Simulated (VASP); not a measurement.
# Ba2Ho3Te (R-3m) in VASP: relaxation of cell and atoms with PBE

Aim: the relaxation of cell and atoms of Ba2Ho3Te with PBE.

Program: VASP 6.6.1. These are calculated values, not measurements. Logs are shortened: lines on timing, memory, paths and dates and some standing lists are left out, and cuts for length are marked.

### 1 The cell of the first run

The structure is trigonal, space group R-3m (No. 166). Conventional cell: a = 6.518 Å, b = 6.518 Å, c = 15.379 Å, α = 90.00°, β = 90.00°, γ = 120.00°. Ba (site symmetry 3m) has 9 Ho at 3.69 to 3.80 Å and 3 Te at 3.81 Å and 4 Ba at 3.90 to 3.96 Å within 4.8 Å. Within 4.2 Å of Ho (site symmetry 2/m) lie 2 Te at 3.18 Å and 4 Ho at 3.26 Å and 6 Ba at 3.69 to 3.80 Å. Te (site symmetry -3m) has 6 Ho at 3.18 Å and 6 Ba at 3.81 Å within 4.2 Å.

The cell was generated, and may not be a known phase.

### 2 Relaxation of cell and atoms, PBE

INCAR

```
PREC = Accurate ; ENCUT = 500
EDIFF = 1E-7 ; ISMEAR = 0
SIGMA = 0.2 ; LREAL = F
LASPH = T ; NELM = 200
ALGO = Normal ; ISIF = 3
LWAVE = F ; LCHARG = F
GGA = PE ; IBRION = 2
NSW = 36 ; EDIFFG = -0.08
GGA_COMPAT = F ; NELMIN = 4
LMAXMIX = 6
```

KPOINTS

```
Automatic mesh
0
Gamma
  3 3 3
```

POSCAR

```
Ba2Ho3Te
1.0
    3.2591574000      1.8816754000      5.1261871200
   -3.2591574000      1.8816754000      5.1261871200
    0.0000000000     -3.7633508100      5.1261871200
Ba Ho Te
2 3 1
Direct
    0.6268090000      0.6268090000      0.6268090000
    0.3731910000      0.3731910000      0.3731910000
    0.0000000000      0.5000000000      0.0000000000
    0.5000000000      0.0000000000      0.0000000000
    0.0000000000      0.0000000000      0.5000000000
    0.0000000000      0.0000000000      0.0000000000
```

Potentials or basis: VASP PAW PBE potentials, release 64 (Ba_sv, Ho_3, Te), 4f in core.

Started as:

```bash
> cat potpaw_PBE.64/Ba_sv/POTCAR potpaw_PBE.64/Ho_3/POTCAR potpaw_PBE.64/Te/POTCAR > POTCAR
> mpirun -np 1 vasp_std > vasp.out
```

OUTCAR:

```text
PREC = Accurate
   ENCUT = 500
   EDIFF = 1E-7
   ISMEAR = 0
   LREAL = F
   LASPH = T
   NELM = 200
   ISIF = 3
   GGA = PE
   IBRION = 2
   NSW = 36
   EDIFFG = -0.08
   NELMIN = 4

 ion  position               nearest neighbor table
   1  0.627  0.627  0.627-   5 3.69   4 3.69   3 3.69   5 3.80   5 3.80   3 3.80   4 3.80   3 3.80
                             4 3.80   6 3.81   6 3.81   6 3.81   2 3.90   2 3.96   2 3.96   2 3.96
   2  0.373  0.373  0.373-   5 3.69   4 3.69   3 3.69   5 3.80   5 3.80   3 3.80   4 3.80   4 3.80
                             3 3.80   6 3.81   6 3.81   6 3.81   1 3.90   1 3.96   1 3.96   1 3.96
   3  0.000  0.500  0.000-   6 3.18   6 3.18   4 3.26   4 3.26   5 3.26   5 3.26   1 3.69   2 3.69
                             2 3.80   1 3.80   1 3.80   2 3.80
   4  0.500  0.000  0.000-   6 3.18   6 3.18   3 3.26   3 3.26   5 3.26   5 3.26   1 3.69   2 3.69
                             1 3.80   2 3.80   1 3.80   2 3.80
   5  0.000  0.000  0.500-   6 3.18   6 3.18   4 3.26   3 3.26   3 3.26   4 3.26   1 3.69   2 3.69
                             2 3.80   1 3.80   2 3.80   1 3.80
   6  0.000  0.000  0.000-   3 3.18   4 3.18   3 3.18   4 3.18   5 3.18   5 3.18   2 3.81   1 3.81
                             2 3.81   1 3.81   2 3.81   1 3.81

  LATTYP: Found a trigonal (rhomboedric) cell.
 ALAT       =     6.3592927011
 COS(alpha) =     0.4746810880

  Lattice vectors:

 A1 = (   3.2591574000,   1.8816754000,   5.1261871200)
 A2 = (  -3.2591574000,   1.8816754000,   5.1261871200)
 A3 = (   0.0000000000,  -3.7633508100,   5.1261871200)

Analysis of symmetry for initial positions (statically):
=====================================================================
 Subroutine PRICEL returns:
 Original cell was already a primitive cell.

 Routine SETGRP: Setting up the symmetry group for a
 trigonal (rhombohedral) supercell.

 Subroutine GETGRP returns: Found 12 space group operations
 (whereof 12 operations were pure point group operations)
 out of a pool of 12 trial point group operations.

The static configuration has the point symmetry D_3d.

Analysis of symmetry for dynamics (positions and initial velocities):
=====================================================================
 Subroutine PRICEL returns:
 Original cell was already a primitive cell.

 Routine SETGRP: Setting up the symmetry group for a
 trigonal (rhombohedral) supercell.

 Subroutine GETGRP returns: Found 12 space group operations
 (whereof 12 operations were pure point group operations)
 out of a pool of 12 trial point group operations.

The dynamic configuration has the point symmetry D_3d.

 Subroutine INISYM returns: Found 12 space group operations
 (whereof 12 operations are pure point group operations),
 and found     1 'primitive' translations

----------------------------------------------------------------------------------------

                                     Primitive cell

  volume of cell :     188.6235

  direct lattice vectors                    reciprocal lattice vectors
     3.259157400  1.881675400  5.126187120     0.153413885  0.088573548  0.065025588
    -3.259157400  1.881675400  5.126187120    -0.153413885  0.088573548  0.065025588
     0.000000000 -3.763350810  5.126187120     0.000000000 -0.177147096  0.065025588

  length of vectors
     6.359292701  6.359292701  6.359292705     0.188704586  0.188704586  0.188704586

  position of ions in fractional coordinates (direct lattice)
     0.626809000  0.626809000  0.626809000
     0.373191000  0.373191000  0.373191000
     1.000000000  0.500000000  0.000000000
     0.500000000  1.000000000  0.000000000
     1.000000000  1.000000000  0.500000000
     0.000000000  0.000000000  0.000000000

  ion indices of the primitive-cell ions
   primitive index   ion index
                 1           1
                 2           2
                 3           3
                 4           4
                 5           5
                 6           6

----------------------------------------------------------------------------------------

 KPOINTS: Automatic mesh

Automatic generation of k-mesh.
 Grid dimensions read from file:
 generate k-points for:    3    3    3

 Generating k-lattice:

  Cartesian coordinates                     Fractional coordinates (reciprocal lattice)
     0.051137962  0.029524516  0.021675196     0.333333333 -0.000000000 -0.000000000
    -0.051137962  0.029524516  0.021675196    -0.000000000  0.333333333 -0.000000000
     0.000000000 -0.059049032  0.021675196     0.000000000  0.000000000  0.333333333

  Length of vectors
     0.062901529  0.062901529  0.062901529

  Shift w.r.t. Gamma in fractional coordinates (k-lattice)
     0.000000000  0.000000000  0.000000000

 Subroutine IBZKPT returns following result:
 ===========================================

 Found      6 irreducible k-points:

 Following reciprocal coordinates:
            Coordinates               Weight
  0.000000  0.000000  0.000000      1.000000
  0.333333 -0.000000 -0.000000      6.000000
  0.333333  0.333333 -0.000000      6.000000
 -0.333333  0.333333  0.000000      6.000000
  0.333333  0.333333  0.333333      2.000000
 -0.333333  0.333333  0.333333      6.000000
   k-points           NKPTS =      6   k-points in BZ     NKDIM =      6   number of bands    NBANDS=     31
   number of dos      NEDOS =    301   number of ions     NIONS =      6
   total plane-waves  NPLWV = 110592
   dimension x,y,z NGX =    48 NGY =   48 NGZ =   48
   dimension x,y,z NGXF=    96 NGYF=   96 NGZF=   96
   ions per type =               2   3   1
   NGX,Y,Z   is equivalent  to a cutoff of  12.55, 12.55, 12.55 a.u.
   NGXF,Y,Z  is equivalent  to a cutoff of  25.10, 25.10, 25.10 a.u.
 SYSTEM =  unknown system
   PREC   = accura    normal or accurate (medium, high low for compatibility)
   ISTART =      0    job   : 0-new  1-cont  2-samecut
   ICHARG =      2    charge: 1-file 2-atom 10-const
   ISPIN  =      1    spin polarized calculation?
   LNONCOLLINEAR =      F non collinear calculations
   LSORBIT =      F    spin-orbit coupling
   LASPH  =      T    aspherical Exc in radial PAW
   ENCUT  =  500.0 eV  36.75 Ry    6.06 a.u.  11.59 11.59 11.59*2*pi/ulx,y,z
   NELM   =    200;   NELMIN=  4; NELMDL= -5     # of ELM steps
   EDIFF  = 0.1E-06   stopping-criterion for ELM
   LREAL  =      F    real-space projection
   EDIFFG = -.8E-01   stopping-criterion for IOM
   NSW    =     36    number of steps for IOM
   IBRION =      2    ionic relax: 0-MD 1-quasi-New 2-CG
   NFREE  =      1    steps in history (QN), initial steepest desc. (CG)
   ISIF   =      3    stress and relaxation
   ISYM   =      2    0-nonsym 1-usesym 2-fastsym
   POTIM  = 0.5000    time-step for ionic-motion
   TEBEG  =    0.0;   TEEND  =   0.0 temperature during run
   PSTRESS=    0.0 pullay stress
   NELECT =      53.0000    total number of electrons
   NUPDOWN=      -1.0000    fix difference up-down
   EMIN   =  10.00;   EMAX   =-10.00  energy-range for DOS
   EFERMI =   0.00;   METHOD = LEGACY
   ISMEAR =     0;   SIGMA  =   0.20  broadening in eV -4-tet -1-fermi 0-gaus
   EFERMI_NEDOS =   21; number of points for ismear=-14 and -15
   IALGO  =     38    algorithm
   IMIX   =      4    mixing-type and parameters
     AMIX     =   0.40;   BMIX     =  1.00
     AMIX_MAG =   1.60;   BMIX_MAG =  1.00
  volume/ion in A,a.u.               =      31.44       212.15
  Fermi-wavevector in a.u.,A,eV,Ry     =   1.072264  2.026284 15.643286  1.149749
  Thomas-Fermi vector in A             =   2.208028
   LORBIT       =      0    0 simple, 1 ext, 2 COOP (PROOUT), +10 PAW based schemes
   GGA     = PE    functional components
   LHFCALC =     F    Hartree Fock is set to
   AEXX    =    0.0000 exact exchange contribution
   IVDW    =     0    specifies the selected vdW correction
   LEPSILON=     F    determine dielectric tensor
   LRPA    =     F    only Hartree local field effects (RPA)
 conjugate gradient relaxation of ions
 non-spin polarized calculation
 Gauss-broadening in eV      SIGMA  =   0.20
  energy-cutoff  :      500.00
  volume of cell :      188.62
 maximum number of plane-waves:      4806
 NGX is ok and might be reduce to    48
   NGX = 23   NGY = 23   NGZ = 23

--------------------------------------- Ionic step        1  -------------------------------------------

 number of electron      52.9999999 magnetization

 Free energy of the ion-electron system (eV)
  ---------------------------------------------------
  ext. energy  EPLUGINS =         0.00000000
  ---------------------------------------------------
  free energy    TOTEN  =       -21.10199031 eV

  energy without entropy =      -20.89614690  energy(sigma->0) =      -20.99906861

 E-fermi :   4.6999     XC(G=0):  -9.7897

 val. band max:        4.6651201153   @ k =  -0.3333   0.3333   0.0000
 cond. band min:       4.7326257909   @ k =  -0.3333   0.3333   0.3333
 fundamental gap:      0.0675056756
 Fermi energy:         4.6998967202

 k-point     1 :       0.0000    0.0000    0.0000
  band No.  band energies     occupation
      1     -23.4131      2.00000
      2     -23.2815      2.00000
      3     -19.9845      2.00000
      4     -19.6730      2.00000
      5     -19.6730      2.00000
      6     -19.6648      2.00000
[... 23 lines left out ...]
     30       4.9999      0.03392
     31       5.4906      0.00000
[... 350 lines left out ...]
 POSITION                                       TOTAL-FORCE (eV/Angst)
 -----------------------------------------------------------------------------------
      0.00000     -0.00000     10.23381        -0.000000      0.000000     -0.085900
      0.00000     -0.00000      6.09056         0.000000     -0.000000      0.085900
     -1.73821      1.00355      2.72073        -0.000000      0.000000     -0.000000
      1.73821      1.00355      2.72073        -0.000000     -0.000000     -0.000000
      0.00000     -2.00711      2.72073         0.000000     -0.000000     -0.000000
      0.00000     -0.00000      0.00000         0.000000      0.000000     -0.000000
 -----------------------------------------------------------------------------------
    total drift:                               -0.000000      0.000000      0.000000

  FREE ENERGIE OF THE ION-ELECTRON SYSTEM (eV)
  ---------------------------------------------------
  free  energy   TOTEN  =       -21.7672546760 eV

  energy  without entropy=      -21.5279551841  energy(sigma->0) =      -21.64760493

--------------------------------------- Ionic step        6  -------------------------------------------

 number of electron      53.0000003 magnetization

 Free energy of the ion-electron system (eV)
  ---------------------------------------------------
  ext. energy  EPLUGINS =         0.00000000
  ---------------------------------------------------
  free energy    TOTEN  =       -21.77595756 eV

  energy without entropy =      -21.53875613  energy(sigma->0) =      -21.65735685

 E-fermi :   3.6037     XC(G=0):  -9.0144

 val. band max:        3.5529350012   @ k =   0.3333   0.3333  -0.0000
 cond. band min:       3.6406867201   @ k =  -0.3333   0.3333   0.0000
 fundamental gap:      0.0877517189
 Fermi energy:         3.6037364259

 k-point     1 :       0.0000    0.0000    0.0000
  band No.  band energies     occupation
      1     -24.7523      2.00000
      2     -24.6910      2.00000
      3     -21.3474      2.00000
      4     -21.2245      2.00000
      5     -21.2245      2.00000
      6     -21.1939      2.00000
[... 23 lines left out ...]
     30       3.7349      0.35378
     31       4.3964      0.00000
[... 181 lines left out ...]
 VOLUME and BASIS-vectors are now :
 -----------------------------------------------------------------------------
  energy-cutoff  :      500.00
  volume of cell :      228.26
      direct lattice vectors                 reciprocal lattice vectors
     3.499802448  2.020611883  5.379710208     0.142865207  0.082483265  0.061961206
    -3.499802448  2.020611883  5.379710208    -0.142865207  0.082483265  0.061961206
     0.000000000 -4.041223777  5.379710208     0.000000000 -0.164966531  0.061961206

 POSITION                                       TOTAL-FORCE (eV/Angst)
 -----------------------------------------------------------------------------------
      0.00000     -0.00000     10.10449        -0.000000      0.000000     -0.072740
      0.00000     -0.00000      6.03464         0.000000     -0.000000      0.072740
     -1.74990      1.01031      2.68986         0.000000      0.000000      0.000000
      1.74990      1.01031      2.68986        -0.000000      0.000000      0.000000
      0.00000     -2.02061      2.68986         0.000000     -0.000000      0.000000
      0.00000     -0.00000      0.00000        -0.000000      0.000000      0.000000
 -----------------------------------------------------------------------------------
    total drift:                               -0.000000     -0.000000      0.000000

  FREE ENERGIE OF THE ION-ELECTRON SYSTEM (eV)
  ---------------------------------------------------
  free  energy   TOTEN  =       -21.7759575646 eV

  energy  without entropy=      -21.5387561339  energy(sigma->0) =      -21.65735685

 reached required accuracy - stopping structural energy minimisation
```

Run time: 3.3 min. Hardware: 1 thread of Intel Xeon Platinum 8488C (Sapphire Rapids), shared host; peak memory 0.36 GiB.

Results:

| Item | Value |
| --- | --- |
| Free energy | -21.7760 eV |
| Relaxed volume | 38.04 Å³/atom |
| Relaxed cell | a = 6.729 Å, b = 6.729 Å, c = 6.729 Å, α = 62.68°, β = 62.68°, γ = 62.68° |
| Space group after relaxing (to 0.1 Å) | R-3m (No. 166) |
| Energy gained by relaxing | 112.3 meV/atom |
| Ionic steps | 6 |
| Pressure after relaxing | 0.0 GPa |
| Largest force after relaxing | 0.073 eV/Å |
| Band gap on the k mesh | zero (an odd number of electrons rules out a gap without spin polarisation) |

Forces in eV/Å, atoms in the order of the input:
```
Ba   0.000  0.000 -0.073
Ba   0.000  0.000  0.073
Ho   0.000  0.000  0.000
Ho   0.000  0.000  0.000
Ho   0.000  0.000  0.000
Te   0.000  0.000  0.000
```

The path:
```csv
step,energy change (eV),largest force (eV/Å),pressure (GPa),volume (Å³)
1,0.0000,0.1058,6.16,188.62
2,-0.6554,0.0756,0.49,223.59
3,-0.6615,0.0933,-0.07,228.49
4,-0.6617,0.0901,0.03,227.65
5,-0.6653,0.0859,0.02,227.81
6,-0.6740,0.0727,-0.01,228.26
```

Final structure:
```
Ba Ho Te
1.0
     3.49980    2.02061    5.37971
    -3.49980    2.02061    5.37971
     0.00000   -4.04122    5.37971
Ba Ho Te
2 3 1
Direct
  0.62609 0.62609 0.62609
  0.37391 0.37391 0.37391
  0.00000 0.50000 0.00000
  0.50000 0.00000 0.00000
  0.00000 0.00000 0.50000
  0.00000 0.00000 0.00000
```

Levels at points of the mesh, in eV from the Fermi level:
| k point | band 23 | band 24 | band 25 | band 26 | band 27 | band 28 | band 29 | band 30 |
| --- | --- | --- | --- | --- | --- | --- | --- | --- |
| (0.00, 0.00, 0.00) | -1.47 | -1.38 | -1.38 | -0.06 | 0.06 | 0.06 | 0.13 | 0.13 |

Caveat: the k points lie up to 0.37 Å⁻¹ apart in the final cell, too coarse for converged energies and pressures of a metal; the volume moved by over 15 % at a fixed basis, so the end points are rough; spin-orbit coupling is left out, which moves the levels of the heavy elements; the 4f electrons are frozen in the core, so they carry no moment and show no levels; the relaxation stopped at a loose force limit of 0.08 eV/Å, so its end isn't a converged minimum. Spin polarisation is off, so any magnetic state and its effect on volume and gap are missing.

The gap in the log of VASP goes by the Fermi energy; the results here count the filled bands.